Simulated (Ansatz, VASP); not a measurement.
**One calculation of HfSi7, two programs**

```
Hf Si
1.0
     5.73349    0.00000    0.00000
     0.00000    5.73349    0.00000
     0.00000    0.00000    5.73349
Hf Si
1 7
Cartesian
  0.0000 0.0000 0.0000
  1.4484 1.4484 1.4484
  0.0000 2.8667 2.8667
  2.8667 2.8667 0.0000
  2.8667 0.0000 2.8667
  4.2851 1.4484 4.2851
  4.2851 4.2851 1.4484
  1.4484 4.2851 4.2851
```

Alike in both runs: task relaxation of cell and atoms; functional PBE; k mesh 4 × 4 × 4; occupations gaussian, width 0.1 eV; no spin polarisation.

|  | VASP | Ansatz |
| --- | --- | --- |
| version | VASP 6.6.1 | Ansatz 0.2.0 |
| potentials or method | VASP PAW PBE potentials, release 64 (Hf_pv, Si), cutoff 600 eV | scalar-relativistic, plane waves, PAW |
| valence electrons in the cell | 38 | 54 |

Ansatz gave:

| Item | Value |
| --- | --- |
| gap on the k mesh at the Fermi level, each at its own relaxed structure (eV) | none |
| relaxed volume (Å³/atom) | 22.49 |
| relaxed cell length with the largest relative difference (Å) | 5.646 |

Question: Estimate VASP's values.

Answer: gap on the k mesh at the Fermi level, each at its own relaxed structure (eV): none; relaxed volume (Å³/atom): 22.49; relaxed cell length with the largest relative difference (Å): 5.645.

A gap of «none» marks a metal or a gap that the smearing closes. VASP's potentials hold 38 valence electrons a cell and Ansatz's 54, so a difference there can come from the potentials and not from the codes.

Neither program's run includes spin-orbit coupling.
